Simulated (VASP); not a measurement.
A run of VASP 6.6.1:

File INCAR:

```
PREC     = Accurate       # precision mode
ENCUT    = 520            # plane-wave cutoff, eV
EDIFF    = 1E-8           # SCF threshold, eV
ISMEAR   = -1             # smearing method
SIGMA    = 0.05           # smearing width, eV
LREAL    = False          # projectors in reciprocal space
LASPH    = True           # aspherical terms in the spheres
NELM     = 80             # most SCF steps
ALGO     = Normal         # electronic algorithm
ISIF     = 2              # what is computed and relaxed
LWAVE    = False          # write WAVECAR
LCHARG   = False          # write CHGCAR
GGA      = PE             # functional
LEFG     = True         
NBANDS   = 11             # bands
```

KPOINTS

```
regular mesh
0
Gamma
  18 18 18
```

Contents of POSCAR:

```
Pd
1.0
    0.0000000000      1.9830449783      1.9830449783
    1.9830449783      0.0000000000      1.9830449783
    1.9830449783      1.9830449783      0.0000000000
Pd
1
Direct
    0.0000000000      0.0000000000      0.0000000000
```

Potentials or basis: VASP PAW PBE potentials, release 64 (Pd).

The run is started by

```sh
$ cat potpaw_PBE.64/Pd/POTCAR > POTCAR
$ mpirun -np 1 vasp_std > vasp.out
```

Hardware: 1 thread of Intel(R) Xeon(R) 6975P-C (Granite Rapids), with other jobs on the host.

Question: How long does it take, and how much memory?

Answer: It took 14 s on 1 thread of Intel(R) Xeon(R) 6975P-C (Granite Rapids), on a shared host, peak memory 0.16 GiB. Counts: scf iterations 13, k points 195.
